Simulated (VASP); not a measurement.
# KCl in VASP: a series of runs, part 2 of 2

VASP 6.6.1. The steps go on from the part before.

## 4. Single point, PBE (strain +0.015 along x and y, +0.015 along z)

INCAR

```
ALGO     = Normal         # electronic algorithm
EDIFF    = 1E-6           # SCF threshold, eV
ENCUT    = 520            # plane-wave cutoff, eV
GGA      = PE             # functional
ISIF     = 2              # what is computed and relaxed
ISMEAR   = 0              # smearing method
LASPH    = True           # aspherical terms in the spheres
LCHARG   = False          # write CHGCAR
LREAL    = False          # projectors in reciprocal space
LWAVE    = False          # write WAVECAR
NBANDS   = 15             # bands
NELM     = 100            # most SCF steps
PREC     = Accurate       # precision mode
SIGMA    = 0.05           # smearing width, eV
```

KPOINTS

```
k-points
0
Gamma
  6 6 6
```

POSCAR

```
KCl
1.0
    3.8967839400      0.0000000000      0.0000000000
    0.0000000000      3.8967839400      0.0000000000
    0.0000000000      0.0000000000      3.8967839400
K Cl
1 1
Direct
    0.0000000000      0.0000000000      0.0000000000
    0.5000000000      0.5000000000      0.5000000000
```

Potentials or basis: VASP PAW PBE potentials, release 64 (K_sv, Cl).

Command:

```bash
$ cat potpaw_PBE.64/K_sv/POTCAR potpaw_PBE.64/Cl/POTCAR > POTCAR
$ mpirun -np 1 vasp_std > vasp.out
```

OUTCAR:

```text
EDIFF = 1E-6
   ENCUT = 520
   GGA = PE
   ISIF = 2
   ISMEAR = 0
   LASPH = True
   LREAL = False
   NELM = 100
   PREC = Accurate

 ion  position               nearest neighbor table
   1  0.000  0.000  0.000-
   2  0.500  0.500  0.500-

  LATTYP: Found a simple cubic cell.
 ALAT       =     3.8967839400

  Lattice vectors:

 A1 = (   3.8967839400,   0.0000000000,   0.0000000000)
[... 537 lines left out ...]
     14       8.6430      0.00000
     15      10.9669      0.00000

------------------------ aborting loop because EDIFF is reached ----------------------------------------

  FORCE on cell =-STRESS in cart. coord.  units (eV):
  Direction    XX          YY          ZZ          XY          YZ          ZX
  --------------------------------------------------------------------------------------
  -------------------------------------------------------------------------------------
  Total       -0.2929035     -0.2929035     -0.2929035      0.0000000      0.0000000     -0.0000000
  in kB       -7.9307853     -7.9307853     -7.9307853      0.0000000      0.0000000     -0.0000000
  external PRESSURE =      -7.9307853 kB  Pullay stress =       0.0000000 kB

 VOLUME and BASIS-vectors are now :
 -----------------------------------------------------------------------------
  energy-cutoff  :      520.00
  volume of cell :       59.17
      direct lattice vectors                 reciprocal lattice vectors
     3.896783940  0.000000000  0.000000000     0.256621875  0.000000000  0.000000000
     0.000000000  3.896783940  0.000000000     0.000000000  0.256621875  0.000000000
     0.000000000  0.000000000  3.896783940     0.000000000  0.000000000  0.256621875

 POSITION                                       TOTAL-FORCE (eV/Angst)
 -----------------------------------------------------------------------------------
      0.00000      0.00000      0.00000         0.000000      0.000000      0.000000
      1.94839      1.94839      1.94839         0.000000      0.000000      0.000000
 -----------------------------------------------------------------------------------
    total drift:                                0.000000      0.000000     -0.000000

  FREE ENERGIE OF THE ION-ELECTRON SYSTEM (eV)
  ---------------------------------------------------
  free  energy   TOTEN  =        -6.6491436935 eV

  energy  without entropy=       -6.6491436935  energy(sigma->0) =       -6.64914369
```

OSZICAR:

```text
N       E                     dE             d eps       ncg     rms          rms(c)
DAV:   1     0.100270341054E+03    0.10027E+03   -0.71857E+03   600   0.953E+02
DAV:   2    -0.131573838219E+01   -0.10159E+03   -0.94798E+02   776   0.241E+02
DAV:   3    -0.677151841769E+01   -0.54558E+01   -0.54353E+01   824   0.496E+01
DAV:   4    -0.697816647389E+01   -0.20665E+00   -0.20663E+00   917   0.854E+00
DAV:   5    -0.697960863459E+01   -0.14422E-02   -0.14421E-02   859   0.819E-01    0.279E+00
DAV:   6    -0.668330928388E+01    0.29630E+00   -0.32705E-01   740   0.316E+00    0.227E+00
DAV:   7    -0.664709578900E+01    0.36213E-01   -0.91147E-02   754   0.192E+00    0.140E+00
DAV:   8    -0.664881647592E+01   -0.17207E-02   -0.18260E-02   857   0.102E+00    0.228E-01
DAV:   9    -0.664883997465E+01   -0.23499E-04   -0.88804E-04   796   0.207E-01    0.118E-01
DAV:  10    -0.664914778430E+01   -0.30781E-03   -0.42613E-04   649   0.161E-01    0.308E-02
DAV:  11    -0.664914188068E+01    0.59036E-05   -0.20475E-05   854   0.334E-02    0.981E-03
DAV:  12    -0.664914368828E+01   -0.18076E-05   -0.14906E-06   654   0.969E-03    0.175E-03
DAV:  13    -0.664914369352E+01   -0.52391E-08   -0.73053E-08   587   0.229E-03
   1 F= -.66491437E+01 E0= -.66491437E+01  d E =-.837762E-18
```

stdout:

```text
POSCAR found type information on POSCAR K Cl
 POSCAR found :  2 types and       2 ions
 scaLAPACK will be used
 LDA part: xc-table for (Slater+PW92), standard interpolation
 POSCAR, INCAR and KPOINTS ok, starting setup
 FFT: planning ... GRIDC
 FFT: planning ... GRID_SOFT
 FFT: planning ... GRID
 WAVECAR not read
 entering main loop
```

Run time: 8.5 s. Hardware: 1 thread of AMD EPYC 9R45 (Zen 5), shared host; peak memory 0.14 GiB.

Results:

```
Free energy            : -6.6491 eV
Pressure               : -0.8 GPa
Band gap on the k mesh : 4.62 eV, indirect (least direct gap 4.81 eV)
```

Levels at points of the mesh, in eV from the valence-band top:
```csv
k point,band 6,band 7,band 8,band 9,band 10,band 11
"(0.00, 0.00, 0.00)",-0.19,-0.19,-0.19,4.62,6.60,6.60
"(0.50, 0.00, 0.00)",-1.64,-0.19,-0.19,7.49,7.87,7.99
"(0.50, 0.50, 0.00)",-1.12,-1.12,0.00,6.15,7.22,8.89
"(0.50, 0.50, 0.50)",-1.21,-1.21,-1.21,8.66,8.66,8.66
```

Caveat: the cell differs from its parent crystal (strain +0.015 along x and y, +0.015 along z). A k mesh can miss the band edges.

## 5. Single point, PBE (strain +0.030 along x and y, +0.030 along z)

INCAR

```
ALGO = Normal ; EDIFF = 1E-6
ENCUT = 520 ; GGA = PE
ISIF = 2 ; ISMEAR = 0
LASPH = True ; LCHARG = False
LREAL = False ; LWAVE = False
NBANDS = 15 ; NELM = 80
PREC = Accurate ; SIGMA = 0.05
```

KPOINTS is that of step 4.

POSCAR

```
KCl
1.0
    3.9543718800      0.0000000000      0.0000000000
    0.0000000000      3.9543718800      0.0000000000
    0.0000000000      0.0000000000      3.9543718800
K Cl
1 1
Direct
    0.0000000000      0.0000000000      0.0000000000
    0.5000000000      0.5000000000      0.5000000000
```

Command:

```bash
$ cat potpaw_PBE.64/K_sv/POTCAR potpaw_PBE.64/Cl/POTCAR > POTCAR
$ mpirun -np 1 vasp_std > vasp.out
```

Run time: 8.8 s. Hardware: 1 thread of AMD EPYC 9R45 (Zen 5), shared host; peak memory 0.14 GiB.

The run converged. Its results:

```yaml
Free_energy: -6.6317 eV
Pressure: -1.4 GPa
Band_gap_on_the_k_mesh: 4.45 eV, indirect (least direct gap 4.64 eV)
```

Levels at points of the mesh, in eV from the valence-band top:
| k point | band 5 | band 6 | band 7 | band 8 | band 9 | band 10 | band 11 | band 12 |
| --- | --- | --- | --- | --- | --- | --- | --- | --- |
| (0.00, 0.00, 0.00) | -11.64 | -0.19 | -0.19 | -0.19 | 4.45 | 6.62 | 6.62 | 10.38 |
| (0.50, 0.00, 0.00) | -11.49 | -1.53 | -0.17 | -0.17 | 7.28 | 7.74 | 7.83 | 10.08 |
| (0.50, 0.50, 0.00) | -11.60 | -1.06 | -1.06 | 0.00 | 6.10 | 7.16 | 8.83 | 8.83 |
| (0.50, 0.50, 0.50) | -11.77 | -1.11 | -1.11 | -1.11 | 8.52 | 8.52 | 8.52 | 9.50 |

Caveat: the cell differs from its parent crystal (strain +0.030 along x and y, +0.030 along z).

## 6. Single point, PBE (strain -0.030 along x and y, +0.000 along z)

INCAR

```
PREC     = Accurate       # precision mode
ENCUT    = 520            # plane-wave cutoff, eV
EDIFF    = 1E-7           # SCF threshold, eV
ISMEAR   = 0              # smearing method
SIGMA    = 0.05           # smearing width, eV
LREAL    = False          # projectors in reciprocal space
LASPH    = True           # aspherical terms in the spheres
NELM     = 80             # most SCF steps
ALGO     = Normal         # electronic algorithm
ISIF     = 2              # what is computed and relaxed
LWAVE    = False          # write WAVECAR
LCHARG   = False          # write CHGCAR
GGA      = PE             # functional
NBANDS   = 15             # bands
```

KPOINTS

```
regular mesh
0
Gamma
  6 6 6
```

POSCAR

```
KCl
1.0
    3.7240201200      0.0000000000      0.0000000000
    0.0000000000      3.7240201200      0.0000000000
    0.0000000000      0.0000000000      3.8391960000
K Cl
1 1
Direct
    0.0000000000      0.0000000000      0.0000000000
    0.5000000000      0.5000000000      0.5000000000
```

Potentials or basis: VASP PAW PBE potentials, release 64 (K_sv, Cl).

Command:

```bash
$ cat potpaw_PBE.64/K_sv/POTCAR potpaw_PBE.64/Cl/POTCAR > POTCAR
$ mpirun -np 1 vasp_std > vasp.out
```

It took 15 s on 1 thread of AMD EPYC 9R45 (Zen 5), shared host; peak memory 0.14 GiB.

Results (log left out):

* Free energy: -6.6374 eV
* Pressure: 1.3 GPa
* Band gap on the k mesh: 5.00 eV, indirect (least direct gap 5.20 eV)

Stress tensor (GPa, compression positive):
```
1.74 0.00 0.00
0.00 1.74 0.00
0.00 0.00 0.34
```

Levels at points of the mesh, in eV from the valence-band top:
```tsv
k point	band 6	band 7	band 8	band 9	band 10	band 11
(0.00, 0.00, 0.00)	-0.38	-0.21	-0.21	5.00	6.41	6.52
(0.50, 0.00, 0.00)	-1.98	-0.40	-0.21	7.90	7.95	8.62
(0.50, 0.50, 0.00)	-1.33	-1.33	-0.14	6.23	7.14	8.75
(0.00, 0.00, 0.50)	-1.96	-0.25	-0.25	7.84	7.96	8.38
(0.50, 0.00, 0.50)	-1.38	-1.30	0.00	6.15	7.39	8.99
(0.50, 0.50, 0.50)	-1.52	-1.52	-1.47	8.89	8.99	8.99
```

Caveat: the cell differs from its parent crystal (strain -0.030 along x and y, +0.000 along z). A k mesh can miss the band edges.

## 7. Overview

| cell | gap on the mesh (eV) | pressure (GPa) |
| --- | --- | --- |
| a = 3.724 Å, 2 atoms | 5.20 | 2.1 |
| a = 3.782 Å, 2 atoms | 4.99 | 0.9 |
| a = 3.897 Å, 2 atoms | 4.62 | -0.8 |
| a = 3.954 Å, 2 atoms | 4.45 | -1.4 |
| a = 3.724, b = 3.724, c = 3.839 Å, 2 atoms | 5.00 | 1.3 |

Alike in all rows: task single point; level PBE; potentials or basis VASP PAW PBE potentials, release 64 (K_sv, Cl); no spin polarisation; k mesh 6 × 6 × 6; cutoff (eV) 520; smearing gaussian 0.05 eV.

Total energies depend on the potentials used, so only differences within one code and one set of settings carry meaning.
